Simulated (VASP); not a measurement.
Na2S, 3 atoms in the cell. Symmetry: Fm-3m, No. 225, cubic system. The conventional cell has a = 6.547 Å, b = 6.547 Å, c = 6.547 Å, α = 90.00°, β = 90.00°, γ = 90.00°. Na (site symmetry -43m) has 4 S at 2.83 Å and 6 Na at 3.27 Å within 3.7 Å. Within 3.7 Å of S (site symmetry m-3m) lie 8 Na at 2.83 Å. 

- Program: VASP 6.6.1
- Task: relaxation of cell and atoms
- Functional: PBE
- Potentials or basis: VASP PAW PBE potentials, release 64 (Na_pv, S)
- Cutoff: 500 eV
- k mesh: 6 × 6 × 6
- Occupations: gaussian, width 0.01 eV
- Spin: no spin polarisation
- Target pressure: 10 GPa
- Dipole correction: no
- Further INCAR settings: ALGO = Normal; EDIFF = 1e-07; IBRION = 2; EDIFFG = -0.005; NSW = 60; ISIF = 3

Potentials or basis: VASP PAW PBE potentials, release 64 (Na_pv, S).

Run with:

```bash
$ cat potpaw_PBE.64/Na_pv/POTCAR potpaw_PBE.64/S/POTCAR > POTCAR
$ mpirun -np 1 vasp_std > vasp.out
```

Hardware: 1 thread of Intel Xeon 8259CL, on a shared host.

**Question.** Estimate the wall time of this run.

**Answer.** It took 55 s on 1 thread of Intel Xeon 8259CL, on a shared host, peak memory 0.2 GiB. Counts: scf iterations 30, k points 16, ion steps 3.
